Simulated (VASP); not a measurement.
The system is PPb2.

```
P Pb
1.0
     0.00000    3.38053    3.38053
     3.38053    0.00000    3.38053
     3.38053    3.38053    0.00000
P Pb
1 2
Direct
  0.00000 0.00000 0.00000
  0.25000 0.25000 0.25000
  0.75000 0.75000 0.75000
```

| Quantity | Value |
| --- | --- |
| Program | VASP 6.6.1 |
| Task | relaxation of cell and atoms |
| Functional | PBE |
| Potentials or basis | VASP PAW PBE potentials, release 64 (P, Pb_d) |
| Cutoff | 600 eV |
| k mesh | 4 × 4 × 4 |
| Occupations | gaussian, width 0.1 eV |
| Spin | no spin polarisation |

At the start: pressure 9.5 GPa; volume 25.76 Å³/atom.

Task: How do energy, volume and symmetry change on relaxing?

Result: Over 3 steps the energy falls by 110.7 meV/atom and the volume is 30.02 Å³/atom (+16.5 %); space group Fm-3m (No. 225, to 0.1 Å) before and after.

Step by step:
| step | energy change (eV) | largest force (eV/Å) | pressure (GPa) | volume (Å³) |
| --- | --- | --- | --- | --- |
| 1 | 0.0000 | 0.0000 | 9.55 | 77.27 |
| 2 | -0.2908 | 0.0000 | -2.22 | 95.73 |
| 3 | -0.3320 | 0.0000 | 0.05 | 90.05 |

Final structure:
```
P Pb
1.0
     0.00000    3.55757    3.55757
     3.55757    0.00000    3.55757
     3.55757    3.55757    0.00000
P Pb
1 2
Direct
  0.00000 0.00000 0.00000
  0.25000 0.25000 0.25000
  0.75000 0.75000 0.75000
```

Caveat: the k points lie up to 0.38 Å⁻¹ apart in the final cell, too coarse for converged energies and pressures of a metal; the volume moved by over 15 % at a fixed basis, so the end points are rough.
